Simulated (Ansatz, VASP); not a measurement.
One calculation of CsSnI3, two programs

```
CELL_PARAMETERS angstrom
6.28889 0.00000 0.00000
0.00000 6.28889 0.00000
0.00000 0.00000 12.57541
ATOMIC_POSITIONS crystal
Cs 0.00000 0.00000 0.00084
Cs 0.00000 0.00000 0.50084
Sn 0.50000 0.50000 0.25133
Sn 0.50000 0.50000 0.75133
I 0.00000 0.50000 0.24921
I 0.00000 0.50000 0.74921
I 0.50000 0.50000 0.49941
I 0.50000 0.50000 0.99941
I 0.50000 0.00000 0.24921
I 0.50000 0.00000 0.74921
```

Alike in both runs: task single point; functional PBE; k mesh 2 × 2 × 1; occupations gaussian, width 0.1 eV; no spin polarisation.

|  | VASP | Ansatz |
| --- | --- | --- |
| version | VASP 6.6.1 | Ansatz 0.2.0 |
| potentials or method | VASP PAW PBE potentials, release 64 (Cs_sv, Sn_d, I), cutoff 520 eV | scalar-relativistic, plane waves, PAW |
| valence electrons in the cell | 88 | 148 |

```csv
,VASP,Ansatz,Ansatz less VASP
gap on the k mesh at the Fermi level (eV),0.41,0.41,+0.005
least direct gap on the mesh (eV),0.41,0.41,+0.005
pressure (GPa),1.3,1.3,0.00
rms of the force components (eV/Å),0.023,0.024,+0.0001
```

Atom by atom the forces differ by 0.000 eV/Å (rms over components). With one functional, cell and mesh, what is left measures potentials, basis and numerics. VASP's potentials hold 88 valence electrons a cell and Ansatz's 148, so a difference there can come from the potentials and not from the codes.

The k mesh is coarse, so the values compare programs but aren't converged. Neither program's run includes spin-orbit coupling.
